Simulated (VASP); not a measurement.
# Ca4AlO (F-43m) in VASP: further runs, part 2 of 2

VASP 6.6.1. The steps go on from the part before.

## (3) Single point, PBE

This run uses another cell than the first one, of 31.29 Å³/atom.

The input, INCAR:

```
ALGO = Normal
EDIFF = 1E-7
ENCUT = 520
GGA = PE
ISIF = 2
ISMEAR = 0
LASPH = T
LCHARG = T
LELF = T
LREAL = F
LVHAR = T
LWAVE = F
NBANDS = 34
NELM = 80
PREC = Accurate
SIGMA = 0.1
```

The input, KPOINTS:

```
k-points
0
Gamma
  4 4 4
```

The input, POSCAR:

```
Ca4AlO
1.0
    0.0000000000      4.5448622060      4.5448622060
    4.5448622060      0.0000000000      4.5448622060
    4.5448622060      4.5448622060      0.0000000000
Ca Al O
4 1 1
Direct
    0.8737302830      0.3754232390      0.3754232390
    0.3754232390      0.3754232390      0.8737302830
    0.3754232390      0.3754232390      0.3754232390
    0.3754232390      0.8737302830      0.3754232390
    0.7500000000      0.7500000000      0.7500000000
    0.0000000000      0.0000000000      0.0000000000
```

Potentials or basis: VASP PAW PBE potentials, release 64 (Ca_sv, Al, O).

Launch:

```bash
$ cat potpaw_PBE.64/Ca_sv/POTCAR potpaw_PBE.64/Al/POTCAR potpaw_PBE.64/O/POTCAR > POTCAR
$ mpirun -np 1 vasp_std > vasp.out
```

Wall time 2 min (1 thread of AMD EPYC 7R43 (Zen 3), shared host); peak memory 0.3 GiB.

The run converged. Its results:

- Free energy: -13.0113 eV
- Pressure: 0.0 GPa
- Band gap on the k mesh: zero (an odd number of electrons rules out a gap without spin polarisation)

Forces on the atoms (eV/Å):
```
Ca  -0.002  0.002  0.002
Ca   0.002  0.002 -0.002
Ca  -0.002 -0.002 -0.002
Ca   0.002 -0.002  0.002
Al   0.000  0.000  0.000
O    0.000  0.000  0.000
```

Levels at points of the mesh, in eV from the Fermi level:
| k point | band 23 | band 24 | band 25 | band 26 | band 27 | band 28 |
| --- | --- | --- | --- | --- | --- | --- |
| (0.00, 0.00, 0.00) | -0.04 | -0.04 | -0.04 | 0.26 | 0.26 | 0.26 |
| (0.50, 0.00, 0.00) | -0.17 | -0.17 | 0.03 | 0.23 | 0.99 | 0.99 |
| (0.50, 0.50, 0.00) | -0.43 | 0.01 | 0.01 | 0.45 | 1.35 | 1.58 |

Caveat: an odd number of electrons without spin polarisation forces a metal; a magnetic or distorted state may lie lower.

## (4) Relaxation of cell and atoms, PBE

The input, INCAR:

```
SYSTEM = Ca4AlO
ALGO = Normal
EDIFF = 1E-7
EDIFFG = -0.04
ENCUT = 600
GGA = PE
IBRION = 2
ISIF = 3
ISMEAR = 0
LASPH = .TRUE.
LCHARG = .FALSE.
LREAL = .FALSE.
LWAVE = .FALSE.
NELM = 60
NSW = 90
PREC = Accurate
SIGMA = 0.1
```

The input, KPOINTS:

```
k-points
0
G
  4 4 4
  0 0 0
```

The input, POSCAR:

```
Ca4AlO
1.0
    0.0000000000      3.9429703700      3.9429703700
    3.9429703700      0.0000000000      3.9429703700
    3.9429703700      3.9429703700      0.0000000000
Ca Al O
4 1 1
Direct
    0.8756525800      0.3747824700      0.3747824700
    0.3747824700      0.3747824700      0.8756525800
    0.3747824700      0.3747824700      0.3747824700
    0.3747824700      0.8756525800      0.3747824700
    0.7500000000      0.7500000000      0.7500000000
    0.0000000000      0.0000000000      0.0000000000
```

Launch:

```bash
$ cat potpaw_PBE.64/Ca_sv/POTCAR potpaw_PBE.64/Al/POTCAR potpaw_PBE.64/O/POTCAR > POTCAR
$ mpirun -np 1 vasp_std > vasp.out
```

It took 6.6 min on 1 thread of AMD EPYC 7R43 (Zen 3), shared host; peak memory 0.32 GiB.

The run converged. Its results:

| Property | Result |
| --- | --- |
| Free energy | -12.9803 eV |
| Relaxed volume | 31.11 Å³/atom |
| Relaxed cell | a = 6.415 Å, b = 6.415 Å, c = 6.415 Å, α = 60.00°, β = 60.00°, γ = 60.00° |
| Space group after relaxing (to 0.1 Å) | F-43m (No. 216) |
| Energy gained by relaxing | 314.5 meV/atom |
| Ionic steps | 6 |
| Pressure after relaxing | 0.0 GPa |
| Largest force after relaxing | 0.016 eV/Å |
| Band gap on the k mesh | zero (an odd number of electrons rules out a gap without spin polarisation) |

Forces in eV/Å, atoms in the order of the input:
```
Ca   0.009 -0.009 -0.009
Ca  -0.009 -0.009  0.009
Ca   0.009  0.009  0.009
Ca  -0.009  0.009 -0.009
Al   0.000  0.000  0.000
O    0.000  0.000  0.000
```

The path:
```tsv
step	energy change (eV)	largest force (eV/Å)	pressure (GPa)	volume (Å³)
1	0.0000	0.1440	13.05	122.60
2	-1.5455	0.2877	3.83	154.58
3	-1.8383	0.3858	1.00	175.37
4	-1.8672	0.4072	0.15	184.28
5	-1.8675	0.4098	0.03	185.69
6	-1.8871	0.0163	-0.04	186.64
```

Final structure:
```
Ca Al O
1.0
     0.00000    4.53585    4.53585
     4.53585    0.00000    4.53585
     4.53585    4.53585    0.00000
Ca Al O
4 1 1
Cartesian
  3.4050 5.6667 5.6667
  5.6667 5.6667 3.4050
  3.4050 3.4050 3.4050
  5.6667 3.4050 5.6667
  6.8038 6.8038 6.8038
  9.0717 9.0717 9.0717
```

Levels at points of the mesh, in eV from the Fermi level:
```tsv
k point	band 21	band 22	band 23	band 24	band 25	band 26	band 27	band 28	band 29
(0.00, 0.00, 0.00)	-1.24	-1.24	-0.04	-0.04	-0.04	0.26	0.26	0.26	1.66
(0.50, 0.00, 0.00)	-1.22	-0.78	-0.17	-0.17	0.04	0.24	0.99	0.99	1.01
(0.50, 0.50, 0.00)	-1.48	-1.46	-0.43	0.01	0.01	0.45	1.35	1.58	1.61
```

Caveat: the volume moved by over 15 % at a fixed basis, so the end points are rough; an odd number of electrons without spin polarisation forces a metal; a magnetic or distorted state may lie lower.

## (5) Single point, PBE

This run uses another cell than the first one, of 31.29 Å³/atom.

The input, INCAR:

```
SYSTEM = Ca4AlO
PREC = Accurate
ENCUT = 520
EDIFF = 1E-6
ISMEAR = 0
SIGMA = 0.1
LREAL = .False.
LASPH = .True.
NELM = 60
ALGO = Normal
ISIF = 2
LWAVE = .False.
LCHARG = .True.
GGA = PE
LELF = .True.
LVHAR = .True.
NBANDS = 34
```

The input, KPOINTS:

```
regular mesh
0
Gamma
  8 8 8
  0 0 0
```

The input, POSCAR:

```
Ca4AlO
1.0
    0.0000000000      4.5448622060      4.5448622060
    4.5448622060      0.0000000000      4.5448622060
    4.5448622060      4.5448622060      0.0000000000
Ca Al O
4 1 1
Direct
    0.6245767610      0.6245767610      0.1262697170
    0.6245767610      0.6245767610      0.6245767610
    0.6245767610      0.1262697170      0.6245767610
    0.1262697170      0.6245767610      0.6245767610
    0.2500000000      0.2500000000      0.2500000000
    0.0000000000      0.0000000000      0.0000000000
```

Launch:

```bash
$ cat potpaw_PBE.64/Ca_sv/POTCAR potpaw_PBE.64/Al/POTCAR potpaw_PBE.64/O/POTCAR > POTCAR
$ mpirun -np 1 vasp_std > vasp.out
```

Wall time 5.6 min (1 thread of AMD EPYC 7R43 (Zen 3), shared host); peak memory 0.36 GiB.

The run converged. Its results:

* Free energy: -13.0539 eV
* Pressure: 0.0 GPa
* Largest force: 0.006 eV/Å
* Band gap on the k mesh: zero (an odd number of electrons rules out a gap without spin polarisation)

Forces in eV/Å, atoms in the order of the input:
```
Ca  -0.004 -0.004  0.004
Ca   0.004  0.004  0.004
Ca  -0.004  0.004 -0.004
Ca   0.004 -0.004 -0.004
Al   0.000  0.000  0.000
O    0.000  0.000  0.000
```

Levels at points of the mesh, in eV from the Fermi level:
```tsv
k point	band 23	band 24	band 25	band 26	band 27	band 28
(0.00, 0.00, 0.00)	-0.07	-0.07	-0.07	0.24	0.24	0.24
(0.50, 0.00, 0.00)	-0.20	-0.20	0.01	0.21	0.96	0.96
(0.50, 0.50, 0.00)	-0.45	-0.02	-0.02	0.43	1.33	1.55
```

Caveat: an odd number of electrons without spin polarisation forces a metal; a magnetic or distorted state may lie lower.

## (6) Relaxation of cell and atoms, PBE

This run uses another cell than the first one, of 31.29 Å³/atom.

The input, INCAR:

```
PREC = Accurate ; ENCUT = 600
EDIFF = 1E-7 ; ISMEAR = 0
SIGMA = 0.1 ; LREAL = False
LASPH = True ; NELM = 100
ALGO = Normal ; ISIF = 3
LWAVE = False ; LCHARG = False
GGA = PE ; IBRION = 2
NSW = 100 ; EDIFFG = -0.01
```

The input, KPOINTS:

```
Automatic mesh
0
Gamma
  8 8 8
```

POSCAR is that of step 5.

Potentials or basis: VASP PAW PBE potentials, release 64 (Ca_sv, Al, O).

Launch:

```bash
$ cat potpaw_PBE.64/Ca_sv/POTCAR potpaw_PBE.64/Al/POTCAR potpaw_PBE.64/O/POTCAR > POTCAR
$ mpirun -np 1 vasp_std > vasp.out
```

Run time: 7.5 min. Hardware: 1 thread of AMD EPYC 7R43 (Zen 3), shared host; peak memory 0.47 GiB.

The run converged. Its results:

| Quantity | Value |
| --- | --- |
| Free energy | -13.0550 eV |
| Pressure after relaxing | 0.0 GPa |
| Largest force after relaxing | 0.006 eV/Å |
| Band gap on the k mesh | zero (an odd number of electrons rules out a gap without spin polarisation) |

Forces on the atoms (eV/Å):
```
Ca  -0.003 -0.003  0.003
Ca   0.003  0.003  0.003
Ca  -0.003  0.003 -0.003
Ca   0.003 -0.003 -0.003
Al   0.000  0.000  0.000
O    0.000  0.000  0.000
```

Final structure:
```
Ca Al O
1.0
     0.00000    4.54486    4.54486
     4.54486    0.00000    4.54486
     4.54486    4.54486    0.00000
Ca Al O
4 1 1
Direct
  0.62458 0.62458 0.12627
  0.62458 0.62458 0.62458
  0.62458 0.12627 0.62458
  0.12627 0.62458 0.62458
  0.25000 0.25000 0.25000
  0.00000 0.00000 0.00000
```

Levels at points of the mesh, in eV from the Fermi level:
```
           k point  band 23  band 24  band 25  band 26  band 27  band 28
(0.00, 0.00, 0.00)    -0.07    -0.07    -0.07     0.24     0.24     0.24
(0.50, 0.00, 0.00)    -0.20    -0.20     0.01     0.21     0.96     0.96
(0.50, 0.50, 0.00)    -0.45    -0.02    -0.02     0.43     1.33     1.55
```

Caveat: the relaxation stopped at its first step, so nothing moved; an odd number of electrons without spin polarisation forces a metal; a magnetic or distorted state may lie lower.

## (7) Summary

```csv
task,cell,k mesh,cutoff (eV),gap on the mesh (eV),pressure (GPa),largest force (eV/Å)
single point,"a = 5.576 Å, angles 60.0°, 6 atoms",4 × 4 × 4,520,none,13.0,0.14
single point,"a = 6.427 Å, angles 60.0°, 6 atoms",4 × 4 × 4,520,none,0.0,-
relaxation of cell and atoms,"relaxed from a = 5.576 Å, angles 60.0°, 6 atoms",4 × 4 × 4,600,none,0.0,0.02
single point,"a = 6.427 Å, angles 60.0°, 6 atoms",8 × 8 × 8,520,none,0.0,0.01
relaxation of cell and atoms,"relaxed from a = 6.427 Å, angles 60.0°, 6 atoms",8 × 8 × 8,600,none,0.0,0.01
```

Alike in all rows: level PBE; potentials or basis VASP PAW PBE potentials, release 64 (Ca_sv, Al, O); no spin polarisation; smearing gaussian 0.1 eV.

Caveats: an odd number of electrons without spin polarisation forces a metal; a magnetic or distorted state may lie lower; the cell stands under pressure (at least some runs); the volume moved by over 15 % at a fixed basis, so the end points are rough (at least some runs); the relaxation stopped at its first step, so nothing moved (at least some runs).

Absolute energies hang on the potentials; compare differences alone.
